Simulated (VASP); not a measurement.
# PbSe (Cmcm) in VASP: notebook, part 3 of 3

VASP 6.6.1. Earlier steps stand in the parts before.

### 6 Single point, PBEsol

This run uses another cell than the first one, of 32.94 Å³/atom, 1.167 times its volume.

File INCAR:

```
SYSTEM = PbSe
ALGO     = Normal         ! electronic algorithm
EDIFF    = 1E-7           ! SCF threshold, eV
ENCUT    = 520            ! plane-wave cutoff, eV
GGA      = PS             ! functional
ISIF     = 2              ! what is computed and relaxed
ISMEAR   = 0              ! smearing method
LASPH    = .True.         ! aspherical terms in the spheres
LCHARG   = .False.        ! write CHGCAR
LREAL    = .False.        ! projectors in reciprocal space
LWAVE    = .False.        ! write WAVECAR
NBANDS   = 28             ! bands
NELM     = 80             ! most SCF steps
PREC     = Accurate       ! precision mode
SIGMA    = 0.01           ! smearing width, eV
```

File KPOINTS:

```
k-points
0
Gamma
  6 6 4
  0 0 0
```

File POSCAR:

```
PbSe
1.0
    2.2378367968     -6.3700970872      0.0000000000
    2.2378367968      6.3700970872      0.0000000000
    0.0000000000      0.0000000000      4.6218323225
Pb Se
2 2
Direct
    0.6317607300      0.3682392700      0.7500000000
    0.3682392700      0.6317607300      0.2500000000
    0.8612899600      0.1387100400      0.7500000000
    0.1387100400      0.8612899600      0.2500000000
```

Potentials or basis: VASP PAW PBE potentials, release 64 (Pb_d, Se).

On the command line:

```sh
> cat potpaw_PBE.64/Pb_d/POTCAR potpaw_PBE.64/Se/POTCAR > POTCAR
> mpirun -np 1 vasp_std > vasp.out
```

OUTCAR:

```text
SYSTEM = PbSe
   EDIFF = 1E-7
   ENCUT = 520
   GGA = PS
   ISIF = 2
   ISMEAR = 0
   LASPH = .True.
   LREAL = .False.
   NELM = 80
   PREC = Accurate

 ion  position               nearest neighbor table
   1  0.632  0.368  0.750-   3 2.92   4 3.22   4 3.22   4 3.22   4 3.22   2 4.08   2 4.08
   2  0.368  0.632  0.250-   4 2.92   3 3.22   3 3.22   3 3.22   3 3.22   1 4.08   1 4.08
   3  0.861  0.139  0.750-   1 2.92   2 3.22   2 3.22   2 3.22   2 3.22
   4  0.139  0.861  0.250-   2 2.92   1 3.22   1 3.22   1 3.22   1 3.22

  LATTYP: Found a base centered orthorhombic cell.
 ALAT       =     4.4756735936
 B/A-ratio  =     2.8465422931
 C/A-ratio  =     1.0326562529

  Lattice vectors:

 A1 = (   2.2378367968,  -6.3700970872,   0.0000000000)
 A2 = (   2.2378367968,   6.3700970872,   0.0000000000)
 A3 = (   0.0000000000,   0.0000000000,   4.6218323225)

Analysis of symmetry for initial positions (statically):
=====================================================================
 Subroutine PRICEL returns:
 Original cell was already a primitive cell.

 Routine SETGRP: Setting up the symmetry group for a
 base centered orthorhombic supercell.

 Subroutine GETGRP returns: Found  8 space group operations
 (whereof  4 operations were pure point group operations)
 out of a pool of  8 trial point group operations.

The static configuration has the point symmetry C_2h.
 The point group associated with its full space group is D_2h.

Analysis of symmetry for dynamics (positions and initial velocities):
=====================================================================
 Subroutine PRICEL returns:
 Original cell was already a primitive cell.

 Routine SETGRP: Setting up the symmetry group for a
 base centered orthorhombic supercell.

 Subroutine GETGRP returns: Found  8 space group operations
 (whereof  4 operations were pure point group operations)
[... 119 lines left out ...]
   NUPDOWN=      -1.0000    fix difference up-down
   EMIN   =  10.00;   EMAX   =-10.00  energy-range for DOS
   EFERMI =   0.00;   METHOD = LEGACY
   ISMEAR =     0;   SIGMA  =   0.01  broadening in eV -4-tet -1-fermi 0-gaus
   EFERMI_NEDOS =   21; number of points for ismear=-14 and -15
   IALGO  =     38    algorithm
   IMIX   =      4    mixing-type and parameters
     AMIX     =   0.40;   BMIX     =  1.00
     AMIX_MAG =   1.60;   BMIX_MAG =  1.00
  volume/ion in A,a.u.               =      32.94       222.31
  Fermi-wavevector in a.u.,A,eV,Ry     =   1.100243  2.079158 16.470324  1.210535
  Thomas-Fermi vector in A             =   2.236651
   LORBIT       =      0    0 simple, 1 ext, 2 COOP (PROOUT), +10 PAW based schemes
   GGA     = PS    functional components
   LHFCALC =     F    Hartree Fock is set to
   AEXX    =    0.0000 exact exchange contribution
   IVDW    =     0    specifies the selected vdW correction
   LEPSILON=     F    determine dielectric tensor
   LRPA    =     F    only Hartree local field effects (RPA)
 non-spin polarized calculation
 Gauss-broadening in eV      SIGMA  =   0.01
  energy-cutoff  :      520.00
  volume of cell :      131.77
 maximum number of plane-waves:      3568
   NGX = 25   NGY = 25   NGZ = 17

 number of electron      40.0000000 magnetization

 Free energy of the ion-electron system (eV)
  ---------------------------------------------------
  ext. energy  EPLUGINS =         0.00000000
  ---------------------------------------------------
  free energy    TOTEN  =       -17.28679698 eV

  energy without entropy =      -17.28679698  energy(sigma->0) =      -17.28679698

 E-fermi :   2.9611     XC(G=0):  -9.1021

 val. band max:        2.9111296170   @ k =   0.0000   0.0000   0.5000
 cond. band min:       4.1209217798   @ k =   0.5000   0.5000   0.5000
 fundamental gap:      1.2097921629
 Fermi energy:         2.9611288982

 k-point     1 :       0.0000    0.0000    0.0000
  band No.  band energies     occupation
      1     -13.3377      2.00000
      2     -13.3031      2.00000
      3     -13.3011      2.00000
      4     -13.2966      2.00000
      5     -13.2829      2.00000
      6     -13.2781      2.00000
[... 733 lines left out ...]
     27       9.8145      0.00000
     28      10.1950      0.00000

 [... further k-points ...]
[... 5 lines left out ...]
  --------------------------------------------------------------------------------------
  -------------------------------------------------------------------------------------
  Total       -4.7435727     -4.3159592     -4.7723746      0.0000000     -0.0000000      0.0000000
  in kB      -57.6763147    -52.4770326    -58.0265116      0.0000000     -0.0000000      0.0000000
  external PRESSURE =     -56.0599530 kB  Pullay stress =       0.0000000 kB

 VOLUME and BASIS-vectors are now :
 -----------------------------------------------------------------------------
  energy-cutoff  :      520.00
  volume of cell :      131.77
      direct lattice vectors                 reciprocal lattice vectors
     2.237836797 -6.370097087  0.000000000     0.223430056 -0.078491739  0.000000000
     2.237836797  6.370097087  0.000000000     0.223430056  0.078491739  0.000000000
     0.000000000  0.000000000  4.621832323     0.000000000  0.000000000  0.216364405

 POSITION                                       TOTAL-FORCE (eV/Angst)
 -----------------------------------------------------------------------------------
      2.23784     -1.67866      3.46637         0.000000     -0.518976      0.000000
      2.23784      1.67866      1.15546         0.000000      0.518976      0.000000
      2.23784     -4.60290      3.46637         0.000000      0.324868     -0.000000
      2.23784      4.60290      1.15546         0.000000     -0.324868     -0.000000
 -----------------------------------------------------------------------------------
    total drift:                               -0.000000     -0.000000     -0.000000

  FREE ENERGIE OF THE ION-ELECTRON SYSTEM (eV)
  ---------------------------------------------------
  free  energy   TOTEN  =       -17.2867969827 eV

  energy  without entropy=      -17.2867969827  energy(sigma->0) =      -17.28679698
```

OSZICAR:

```text
N       E                     dE             d eps       ncg     rms          rms(c)
DAV:   1     0.401906279552E+03    0.40191E+03   -0.18350E+04  2184   0.144E+03
DAV:   2     0.263439916300E+02   -0.37556E+03   -0.36440E+03  2204   0.378E+02
DAV:   3    -0.161155600593E+02   -0.42460E+02   -0.41559E+02  2792   0.146E+02
DAV:   4    -0.179866228004E+02   -0.18711E+01   -0.18654E+01  2500   0.334E+01
DAV:   5    -0.180543713975E+02   -0.67749E-01   -0.67743E-01  2836   0.680E+00    0.371E+00
DAV:   6    -0.172973560119E+02    0.75702E+00   -0.18642E+00  2988   0.771E+00    0.185E+00
DAV:   7    -0.172894007619E+02    0.79552E-02   -0.28900E-01  2436   0.215E+00    0.115E+00
DAV:   8    -0.172893992722E+02    0.14897E-05   -0.43685E-02  2616   0.160E+00    0.323E-01
DAV:   9    -0.172866161431E+02    0.27831E-02   -0.11119E-02  3056   0.700E-01    0.108E-01
DAV:  10    -0.172867800838E+02   -0.16394E-03   -0.83577E-04  2332   0.127E-01    0.306E-02
DAV:  11    -0.172867971068E+02   -0.17023E-04   -0.46802E-05  3104   0.438E-02    0.944E-03
DAV:  12    -0.172867973317E+02   -0.22493E-06   -0.61238E-06  2736   0.131E-02    0.573E-03
DAV:  13    -0.172867970161E+02    0.31559E-06   -0.11723E-06  2696   0.816E-03    0.268E-03
DAV:  14    -0.172867969827E+02    0.33471E-07   -0.18045E-07  1612   0.231E-03
   1 F= -.17286797E+02 E0= -.17286797E+02  d E =-.108904E-14
```

stdout:

```text
POSCAR found type information on POSCAR PbSe
 POSCAR found :  2 types and       4 ions
 scaLAPACK will be used
 -----------------------------------------------------------------------------
|                                                                             |
|                                                                             |
|     You enforced a specific xc type in the INCAR file but a different       |
|     I HOPE YOU KNOW WHAT YOU ARE DOING!                                     |
|                                                                             |
 -----------------------------------------------------------------------------

 LDA part: xc-table for (Slater+PW92), standard interpolation
 POSCAR, INCAR and KPOINTS ok, starting setup
 FFT: planning ... GRIDC
 FFT: planning ... GRID_SOFT
 FFT: planning ... GRID
 WAVECAR not read
 entering main loop
```

Run time: 7.8 min. Hardware: 1 thread of AMD EPYC 7R13, shared host; peak memory 0.32 GiB.

Results:

| Property | Result |
| --- | --- |
| Free energy | -17.2868 eV |
| Pressure | -5.6 GPa |
| Largest force | 0.519 eV/Å |
| Band gap on the k mesh | 1.21 eV, indirect (least direct gap 1.34 eV) |

Forces in eV/Å, atoms in the order of the input:
```
Pb   0.000 -0.519  0.000
Pb   0.000  0.519  0.000
Se   0.000  0.325  0.000
Se   0.000 -0.325  0.000
```

Caveat: the PAW data sets were made with another functional, which shifts forces and pressure a little; spin-orbit coupling is left out, which moves the levels of the heavy elements.

### 7 The runs side by side

| cell | gap on the mesh (eV) | pressure (GPa) | largest force (eV/Å) |
| --- | --- | --- | --- |
| a = 6.414, b = 6.414, c = 4.390 Å, angles 90.0, 90.0, 141.3°, 4 atoms | 1.09 | 0.2 | 0.20 |
| a = 6.501, b = 6.501, c = 4.450 Å, angles 90.0, 90.0, 141.3°, 4 atoms | 1.14 | -1.8 | 0.04 |
| a = 6.587, b = 6.587, c = 4.509 Å, angles 90.0, 90.0, 141.3°, 4 atoms | 1.19 | -3.4 | 0.21 |
| a = 6.670, b = 6.670, c = 4.566 Å, angles 90.0, 90.0, 141.3°, 4 atoms | 1.22 | -4.6 | 0.37 |
| a = 6.752, b = 6.752, c = 4.622 Å, angles 90.0, 90.0, 141.3°, 4 atoms | 1.21 | -5.6 | 0.52 |

Alike in all rows: task single point; level PBEsol; potentials or basis VASP PAW PBE potentials, release 64 (Pb_d, Se); no spin polarisation; k mesh 6 × 6 × 4; cutoff (eV) 520; smearing gaussian 0.01 eV.

Caveats: the PAW data sets were made with another functional, which shifts forces and pressure a little; spin-orbit coupling is left out, which moves the levels of the heavy elements.

Absolute energies hang on the potentials; compare differences alone.
